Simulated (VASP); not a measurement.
# Zn (P6_3/mmc) in VASP: further runs, part 2 of 2

VASP 6.6.1. Earlier steps stand in the parts before.

## (4) Single point, PBEsol

This run uses another cell than the first one, of 14.21 Å³/atom, 1.020 times its volume.

INCAR reads:

```
PREC = Accurate ; ENCUT = 520
EDIFF = 1E-6 ; ISMEAR = -1
SIGMA = 0.15 ; LREAL = F
LASPH = T ; NELM = 100
ALGO = Normal ; ISIF = 2
LWAVE = F ; LCHARG = F
GGA = PS ; NBANDS = 19
```

KPOINTS reads:

```
Automatic mesh
0
Gamma
  18 18 8
```

POSCAR reads:

```
Zn
1.0
    2.6029863393      0.0000000000      0.0000000000
   -1.3014931697      2.2542522956      0.0000000000
    0.0000000000      0.0000000000      4.8432435688
Zn
2
Direct
    0.3333333333      0.6666666667      0.2500000000
    0.6666666667      0.3333333333      0.7500000000
```

Potentials or basis: VASP PAW PBE potentials, release 64 (Zn).

Command:

```sh
$ cat potpaw_PBE.64/Zn/POTCAR > POTCAR
$ mpirun -np 1 vasp_std > vasp.out
```

OUTCAR:

```text
PREC = Accurate
   ENCUT = 520
   EDIFF = 1E-6
   ISMEAR = -1
   LREAL = F
   LASPH = T
   NELM = 100
   ISIF = 2
   GGA = PS

 ion  position               nearest neighbor table
   1  0.333  0.667  0.250-   2 2.85   2 2.85   2 2.85   2 2.85   2 2.85   2 2.85
   2  0.667  0.333  0.750-   1 2.85   1 2.85   1 2.85   1 2.85   1 2.85   1 2.85

  LATTYP: Found a hexagonal cell.
 ALAT       =     2.6029863393
 C/A-ratio  =     1.8606488615

  Lattice vectors:

 A1 = (   2.6029863393,   0.0000000000,   0.0000000000)
 A2 = (  -1.3014931697,   2.2542522956,   0.0000000000)
 A3 = (   0.0000000000,   0.0000000000,   4.8432435688)

Analysis of symmetry for initial positions (statically):
=====================================================================
 Subroutine PRICEL returns:
 Original cell was already a primitive cell.

 Routine SETGRP: Setting up the symmetry group for a
 hexagonal supercell.

 Subroutine GETGRP returns: Found 24 space group operations
 (whereof 12 operations were pure point group operations)
 out of a pool of 24 trial point group operations.

The static configuration has the point symmetry D_3d.
 The point group associated with its full space group is D_6h.

Analysis of symmetry for dynamics (positions and initial velocities):
=====================================================================
 Subroutine PRICEL returns:
 Original cell was already a primitive cell.

 Routine SETGRP: Setting up the symmetry group for a
 hexagonal supercell.

 Subroutine GETGRP returns: Found 24 space group operations
 (whereof 12 operations were pure point group operations)
 out of a pool of 24 trial point group operations.

The dynamic configuration has the point symmetry D_3d.
 The point group associated with its full space group is D_6h.

[... 105 lines left out ...]
   ISYM   =      2    0-nonsym 1-usesym 2-fastsym
   POTIM  = 0.5000    time-step for ionic-motion
   TEBEG  =    0.0;   TEEND  =   0.0 temperature during run
   PSTRESS=    0.0 pullay stress
   NELECT =      24.0000    total number of electrons
   NUPDOWN=      -1.0000    fix difference up-down
   EMIN   =  10.00;   EMAX   =-10.00  energy-range for DOS
   EFERMI =   0.00;   METHOD = LEGACY
   ISMEAR =    -1;   SIGMA  =   0.15  broadening in eV -4-tet -1-fermi 0-gaus
   EFERMI_NEDOS =   21; number of points for ismear=-14 and -15
   IALGO  =     38    algorithm
   IMIX   =      4    mixing-type and parameters
     AMIX     =   0.40;   BMIX     =  1.00
     AMIX_MAG =   1.60;   BMIX_MAG =  1.00
  volume/ion in A,a.u.               =      14.21        95.89
  Fermi-wavevector in a.u.,A,eV,Ry     =   1.547420  2.924201 32.579288  2.394510
  Thomas-Fermi vector in A             =   2.652516
   LORBIT       =      0    0 simple, 1 ext, 2 COOP (PROOUT), +10 PAW based schemes
   GGA     = PS    functional components
   LHFCALC =     F    Hartree Fock is set to
   AEXX    =    0.0000 exact exchange contribution
   IVDW    =     0    specifies the selected vdW correction
   LEPSILON=     F    determine dielectric tensor
   LRPA    =     F    only Hartree local field effects (RPA)
 non-spin polarized calculation
  energy-cutoff  :      520.00
  volume of cell :       28.42
 maximum number of plane-waves:       783
 NGX is ok and might be reduce to    20
   NGX =  9   NGY =  9   NGZ = 19

 number of electron      24.0000029 magnetization

 Free energy of the ion-electron system (eV)
  ---------------------------------------------------
  ext. energy  EPLUGINS =         0.00000000
  ---------------------------------------------------
  free energy    TOTEN  =        -3.18621885 eV

  energy without entropy =       -3.15644492  energy(sigma->0) =       -3.17133189

 E-fermi :   3.5041     XC(G=0): -12.0620

 val. band max:        3.4858139677   @ k =   0.1667   0.1111   0.1250
 cond. band min:       3.5120023998   @ k =   0.3333   0.3333   0.0000
 fundamental gap:      0.0261884321
 Fermi energy:         3.5040863642

 k-point     1 :       0.0000    0.0000    0.0000
  band No.  band energies     occupation
      1      -7.5366      2.00000
      2      -5.4853      2.00000
      3      -4.6660      2.00000
      4      -4.4022      2.00000
      5      -4.4022      2.00000
      6      -4.3450      2.00000
[... 505 lines left out ...]
      6      -4.2471      2.00000
[... 11 lines left out ...]
     18      17.1258      0.00000
     19      18.2880      0.00000

 [... further k-points ...]
[... 5 lines left out ...]
  --------------------------------------------------------------------------------------
  -------------------------------------------------------------------------------------
  Total        0.1021076      0.1021076      0.0565842     -0.0000000     -0.0000000      0.0000000
  in kB        5.7564945      5.7564945      3.1900342     -0.0000000     -0.0000000      0.0000000
  external PRESSURE =       4.9010077 kB  Pullay stress =       0.0000000 kB

 VOLUME and BASIS-vectors are now :
 -----------------------------------------------------------------------------
  energy-cutoff  :      520.00
  volume of cell :       28.42
      direct lattice vectors                 reciprocal lattice vectors
     2.602986339  0.000000000  0.000000000     0.384174125  0.221803035  0.000000000
    -1.301493170  2.254252296  0.000000000     0.000000000  0.443606069  0.000000000
     0.000000000  0.000000000  4.843243569     0.000000000  0.000000000  0.206473200

 POSITION                                       TOTAL-FORCE (eV/Angst)
 -----------------------------------------------------------------------------------
     -0.00000      1.50283      1.21081         0.000000      0.000000      0.000000
      1.30149      0.75142      3.63243         0.000000     -0.000000     -0.000000
 -----------------------------------------------------------------------------------
    total drift:                               -0.000000      0.000000      0.000000

  FREE ENERGIE OF THE ION-ELECTRON SYSTEM (eV)
  ---------------------------------------------------
  free  energy   TOTEN  =        -3.1862188515 eV

  energy  without entropy=       -3.1564449206  energy(sigma->0) =       -3.17133189
```

Run time: 42 s. Hardware: 1 thread of AMD EPYC 9R45 (Zen 5), shared host; peak memory 0.17 GiB.

Results:

```yaml
Free_energy: -3.1862 eV
Pressure: 0.5 GPa
Band_gap_on_the_k_mesh: zero (band 12 reaches 5.11 eV, above the bottom of band 13 at 0.43 eV)
```

Stress tensor (GPa, compression positive):
```
0.58 0.00 0.00
0.00 0.58 0.00
0.00 0.00 0.32
```

Levels at points of the mesh, in eV from the Fermi level:
| k point | band 9 | band 10 | band 11 | band 12 | band 13 | band 14 | band 15 | band 16 |
| --- | --- | --- | --- | --- | --- | --- | --- | --- |
| (0.00, 0.00, 0.00) | -7.47 | -7.23 | -7.23 | -4.08 | -3.07 | 14.08 | 17.83 | 18.29 |
| (0.50, 0.00, 0.00) | -7.04 | -7.01 | -3.13 | -2.27 | 2.70 | 3.53 | 4.43 | 5.80 |
| (0.00, 0.00, 0.50) | -7.33 | -7.33 | -7.33 | -7.33 | 4.69 | 4.69 | 19.67 | 19.67 |
| (0.50, 0.00, 0.50) | -7.02 | -7.02 | -2.16 | -2.16 | 0.21 | 0.21 | 10.48 | 10.48 |

Caveat: the PAW data sets were made with another functional, which shifts forces and pressure a little.

## (5) Single point, PBEsol (volume scaled by 1.02, then relaxed in part)

INCAR reads:

```
SYSTEM = Zn
ALGO = Normal
EDIFF = 1E-7
ENCUT = 520
GGA = PS
ISIF = 2
ISMEAR = -1
LASPH = .TRUE.
LCHARG = .TRUE.
LELF = .TRUE.
LREAL = .FALSE.
LVHAR = .TRUE.
LWAVE = .FALSE.
NBANDS = 19
NELM = 60
PREC = Accurate
SIGMA = 0.15
```

KPOINTS reads:

```
k-points
0
G
  18 18 8
  0 0 0
```

POSCAR reads:

```
Zn
1.0
    2.6078013180      0.0000000000      0.0000000000
   -1.3039006590      2.2584221894      0.0000000000
    0.0000000000      0.0000000000      4.9218826978
Zn
2
Direct
    0.3333333333      0.6666666667      0.2500000000
    0.6666666667      0.3333333333      0.7500000000
```

Potentials or basis: VASP PAW PBE potentials, release 64 (Zn).

Command:

```sh
$ cat potpaw_PBE.64/Zn/POTCAR > POTCAR
$ mpirun -np 1 vasp_std > vasp.out
```

OUTCAR:

```text
SYSTEM = Zn
   EDIFF = 1E-7
   ENCUT = 520
   GGA = PS
   ISIF = 2
   ISMEAR = -1
   LASPH = .TRUE.
   LREAL = .FALSE.
   NELM = 60
   PREC = Accurate

 ion  position               nearest neighbor table
   1  0.333  0.667  0.250-   2 2.88   2 2.88   2 2.88   2 2.88   2 2.88   2 2.88
   2  0.667  0.333  0.750-   1 2.88   1 2.88   1 2.88   1 2.88   1 2.88   1 2.88

  LATTYP: Found a hexagonal cell.
 ALAT       =     2.6078013180
 C/A-ratio  =     1.8873687439

  Lattice vectors:

 A1 = (   2.6078013180,   0.0000000000,   0.0000000000)
 A2 = (  -1.3039006590,   2.2584221894,   0.0000000000)
 A3 = (   0.0000000000,   0.0000000000,   4.9218826978)

Analysis of symmetry for initial positions (statically):
=====================================================================
 Subroutine PRICEL returns:
 Original cell was already a primitive cell.

 Routine SETGRP: Setting up the symmetry group for a
 hexagonal supercell.

 Subroutine GETGRP returns: Found 24 space group operations
 (whereof 12 operations were pure point group operations)
 out of a pool of 24 trial point group operations.

The static configuration has the point symmetry D_3d.
 The point group associated with its full space group is D_6h.

Analysis of symmetry for dynamics (positions and initial velocities):
=====================================================================
 Subroutine PRICEL returns:
 Original cell was already a primitive cell.

 Routine SETGRP: Setting up the symmetry group for a
 hexagonal supercell.

 Subroutine GETGRP returns: Found 24 space group operations
 (whereof 12 operations were pure point group operations)
 out of a pool of 24 trial point group operations.

The dynamic configuration has the point symmetry D_3d.
 The point group associated with its full space group is D_6h.

 Subroutine INISYM returns: Found 24 space group operations
 (whereof 12 operations are pure point group operations),
 and found     1 'primitive' translations

[... 103 lines left out ...]
   TEBEG  =    0.0;   TEEND  =   0.0 temperature during run
   PSTRESS=    0.0 pullay stress
   NELECT =      24.0000    total number of electrons
   NUPDOWN=      -1.0000    fix difference up-down
   EMIN   =  10.00;   EMAX   =-10.00  energy-range for DOS
   EFERMI =   0.00;   METHOD = LEGACY
   ISMEAR =    -1;   SIGMA  =   0.15  broadening in eV -4-tet -1-fermi 0-gaus
   EFERMI_NEDOS =   21; number of points for ismear=-14 and -15
   IALGO  =     38    algorithm
   IMIX   =      4    mixing-type and parameters
     AMIX     =   0.40;   BMIX     =  1.00
     AMIX_MAG =   1.60;   BMIX_MAG =  1.00
  volume/ion in A,a.u.               =      14.49        97.81
  Fermi-wavevector in a.u.,A,eV,Ry     =   1.537240  2.904962 32.152011  2.363106
  Thomas-Fermi vector in A             =   2.643776
   LORBIT       =      0    0 simple, 1 ext, 2 COOP (PROOUT), +10 PAW based schemes
   GGA     = PS    functional components
   LHFCALC =     F    Hartree Fock is set to
   AEXX    =    0.0000 exact exchange contribution
   IVDW    =     0    specifies the selected vdW correction
   LEPSILON=     F    determine dielectric tensor
   LRPA    =     F    only Hartree local field effects (RPA)
 non-spin polarized calculation
  energy-cutoff  :      520.00
  volume of cell :       28.99
 maximum number of plane-waves:       798
 NGX is ok and might be reduce to    20
   NGX =  9   NGY =  9   NGZ = 19

 number of electron      24.0000019 magnetization

 Free energy of the ion-electron system (eV)
  ---------------------------------------------------
  ext. energy  EPLUGINS =         0.00000000
  ---------------------------------------------------
  free energy    TOTEN  =        -3.18482511 eV

  energy without entropy =       -3.15555701  energy(sigma->0) =       -3.17019106

 E-fermi :   3.3332     XC(G=0): -11.9523

 val. band max:        3.2404143095   @ k =   0.3333   0.2778   0.5000
 cond. band min:       3.3561624312   @ k =   0.0000   0.0000   0.2500
 fundamental gap:      0.1157481218
 Fermi energy:         3.3332063759

 k-point     1 :       0.0000    0.0000    0.0000
  band No.  band energies     occupation
      1      -7.5253      2.00000
      2      -5.5718      2.00000
      3      -4.7773      2.00000
      4      -4.5045      2.00000
      5      -4.5045      2.00000
      6      -4.4533      2.00000
[... 505 lines left out ...]
      6      -4.3455      2.00000
[... 11 lines left out ...]
     18      16.7776      0.00000
     19      18.0668      0.00000

 [... further k-points ...]
[... 5 lines left out ...]
  --------------------------------------------------------------------------------------
  -------------------------------------------------------------------------------------
  Total       -0.1580446     -0.1580446     -0.2034695      0.0000000     -0.0000000      0.0000000
  in kB       -8.7353281     -8.7353281    -11.2460231      0.0000000     -0.0000000      0.0000000
  external PRESSURE =      -9.5722264 kB  Pullay stress =       0.0000000 kB

 VOLUME and BASIS-vectors are now :
 -----------------------------------------------------------------------------
  energy-cutoff  :      520.00
  volume of cell :       28.99
      direct lattice vectors                 reciprocal lattice vectors
     2.607801318  0.000000000  0.000000000     0.383464796  0.221393503  0.000000000
    -1.303900659  2.258422189  0.000000000     0.000000000  0.442787006  0.000000000
     0.000000000  0.000000000  4.921882698     0.000000000  0.000000000  0.203174285

 POSITION                                       TOTAL-FORCE (eV/Angst)
 -----------------------------------------------------------------------------------
     -0.00000      1.50561      1.23047         0.000000      0.000000      0.000000
      1.30390      0.75281      3.69141        -0.000000      0.000000      0.000000
 -----------------------------------------------------------------------------------
    total drift:                               -0.000000      0.000000     -0.000000

  FREE ENERGIE OF THE ION-ELECTRON SYSTEM (eV)
  ---------------------------------------------------
  free  energy   TOTEN  =        -3.1848251099 eV

  energy  without entropy=       -3.1555570084  energy(sigma->0) =       -3.17019106
```

stdout:

```text
POSCAR found type information on POSCAR Zn
 POSCAR found :  1 types and       2 ions
 scaLAPACK will be used
 -----------------------------------------------------------------------------
|                                                                             |
|                                                                             |
|     You enforced a specific xc type in the INCAR file but a different       |
|     I HOPE YOU KNOW WHAT YOU ARE DOING!                                     |
|                                                                             |
 -----------------------------------------------------------------------------

 LDA part: xc-table for (Slater+PW92), standard interpolation
 POSCAR, INCAR and KPOINTS ok, starting setup
 FFT: planning ... GRIDC
 FFT: planning ... GRID_SOFT
 FFT: planning ... GRID
 WAVECAR not read
 entering main loop
```

Wall time 53 s (1 thread of AMD EPYC 9R45 (Zen 5), shared host); peak memory 0.17 GiB.

Results:

```
Free energy            : -3.1848 eV
Pressure               : -1.0 GPa
Band gap on the k mesh : zero (band 12 reaches 5.00 eV, above the bottom of band 13 at 0.10 eV)
```

Levels at points of the mesh, in eV from the Fermi level:
```tsv
k point	band 10	band 11	band 12	band 13	band 14	band 15
(0.00, 0.00, 0.00)	-7.19	-7.19	-4.02	-3.24	13.43	17.24
(0.50, 0.00, 0.00)	-6.96	-2.99	-2.16	2.58	3.54	4.25
(0.00, 0.00, 0.50)	-7.27	-7.27	-7.27	4.37	4.37	19.67
(0.50, 0.00, 0.50)	-6.97	-2.05	-2.05	0.24	0.24	10.17
```

Caveat: the cell differs from its parent crystal (volume scaled by 1.02, then relaxed in part); the PAW data sets were made with another functional, which shifts forces and pressure a little.

## (6) Summary

```tsv
cell	smearing	gap on the mesh (eV)	pressure (GPa)
a = 2.596, b = 2.596, c = 4.771 Å, angles 90.0, 90.0, 120.0°, 2 atoms	fermi-dirac 0.15 eV	none	2.2
a = 2.592, b = 2.592, c = 4.898 Å, angles 90.0, 90.0, 120.0°, 2 atoms	gaussian 0.1 eV	none	0.9
a = 2.603, b = 2.603, c = 4.843 Å, angles 90.0, 90.0, 120.0°, 2 atoms	fermi-dirac 0.15 eV	none	0.5
a = 2.608, b = 2.608, c = 4.922 Å, angles 90.0, 90.0, 120.0°, 2 atoms	fermi-dirac 0.15 eV	none	-1.0
```

Alike in all rows: task single point; level PBEsol; potentials or basis VASP PAW PBE potentials, release 64 (Zn); no spin polarisation; k mesh 18 × 18 × 8; cutoff (eV) 520.

Caveats: the PAW data sets were made with another functional, which shifts forces and pressure a little.

Total energies depend on the potentials used, so only differences within one code and one set of settings carry meaning.
